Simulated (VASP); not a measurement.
**Be3GeF2: single point with PBE**

The system is Be3GeF2.

```
CELL_PARAMETERS angstrom
2.29153 1.32302 3.77771
-2.29153 1.32302 3.77771
0.00000 -2.64603 3.77771
ATOMIC_POSITIONS crystal
Be 0.00000 0.50000 0.00000
Be 0.50000 0.00000 0.00000
Be 0.00000 0.00000 0.50000
Ge 0.50000 0.50000 0.50000
F 0.71038 0.71038 0.71038
F 0.28962 0.28962 0.28962
```

```
Program             : VASP 6.6.1
Task                : single point
Functional          : PBE
Potentials or basis : VASP PAW PBE potentials, release 64 (Be, Ge_d, F)
Cutoff              : 520 eV
k mesh              : 6 × 6 × 6
Occupations         : gaussian, width 0.1 eV
Spin                : no spin polarisation
```

```
Pressure               : 0.2 GPa
Largest force          : 0.042 eV/Å
Band gap on the k mesh : 0.07 eV (least direct gap 0.56 eV)
```

Forces in eV/Å, atoms in the order of the input:
```
Be   0.000  0.000  0.000
Be   0.000  0.000  0.000
Be   0.000  0.000  0.000
Ge   0.000  0.000  0.000
F    0.000  0.000 -0.042
F    0.000  0.000  0.042
```

Stress tensor (GPa, compression positive):
```
0.23 0.00 0.00
0.00 0.23 0.00
0.00 0.00 0.06
```

Levels at points of the mesh, in eV from the valence-band top:
```csv
k point,band 14,band 15,band 16,band 17,band 18,band 19,band 20,band 21
"(0.00, 0.00, 0.00)",-6.62,-3.66,-3.66,-1.67,0.96,3.57,3.81,3.81
"(0.50, 0.00, 0.00)",-5.92,-3.52,-3.08,-0.72,1.63,3.52,3.80,4.02
"(0.50, 0.50, 0.00)",-6.22,-4.03,-2.35,-1.62,1.13,3.71,4.18,4.20
"(0.50, 0.50, 0.50)",-5.24,-2.91,-2.91,-2.14,0.64,1.04,3.49,3.49
```

It took 94 s on 1 thread of Intel Xeon 8259CL, on a shared host, peak memory 0.23 GiB.

A k mesh can miss the band edges.
